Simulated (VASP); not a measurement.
Wanted: the native input for a VASP 6.6.1 run.

```yaml
Task: single point
Functional: LDA
Potentials_or_basis: VASP PAW LDA potentials, release 64 (Be, Rh_pv)
Cutoff: 520 eV
k_mesh: 10 × 10 × 10, shifted
Occupations: methfessel-paxton, width 0.1 eV
Spin: no spin polarisation
Dipole_correction: no
Further_INCAR_settings: ALGO = Normal; EDIFF = 1e-07; NBANDS = 18
```

The structure of Be3Rh lies in POSCAR:

```
Be3Rh
1.0
    4.1598598418     -0.0118337877      0.0000000475
    1.7936679835      3.7533090876      0.0000000475
   -2.9767639381     -1.8707376659      2.2234637358
Be Rh
3 1
Direct
    0.7500000000      0.2500000000      0.5000000000
    0.2500000000      0.7500000000      0.5000000000
    0.5000000000      0.5000000000      0.0000000000
    0.0000000000      0.0000000000      0.0000000000
```

These files were run (other wordings do the same):

INCAR

```
SYSTEM = Be3Rh
  PREC = Accurate
  ENCUT = 520
  EDIFF = 1E-7
  ISMEAR = 1
  SIGMA = 0.1
  LREAL = .False.
  LASPH = .True.
  NELM = 100
  ALGO = Normal
  ISIF = 2
  LWAVE = .False.
  LCHARG = .True.
  GGA = CA
  LELF = .True.
  LVHAR = .True.
  NBANDS = 18
```

KPOINTS

```
Automatic mesh
0
Gamma
  10 10 10
  0.5 0.5 0.5
```

Potentials or basis: VASP PAW LDA potentials, release 64 (Be, Rh_pv).

Command:

```bash
$ cat potpaw_LDA.64/Be/POTCAR potpaw_LDA.64/Rh_pv/POTCAR > POTCAR
$ mpirun -np 1 vasp_std > vasp.out
```

Results of the run:

```yaml
Pressure: 10.6 GPa
Band_gap_on_the_k_mesh: zero (an odd number of electrons rules out a gap without spin polarisation)
```

Caveat: the cell stands under pressure.

Wall time 40 s on 1 thread of Oxide Virtual Turin-like Processor, with other jobs on the host, peak memory 0.16 GiB.
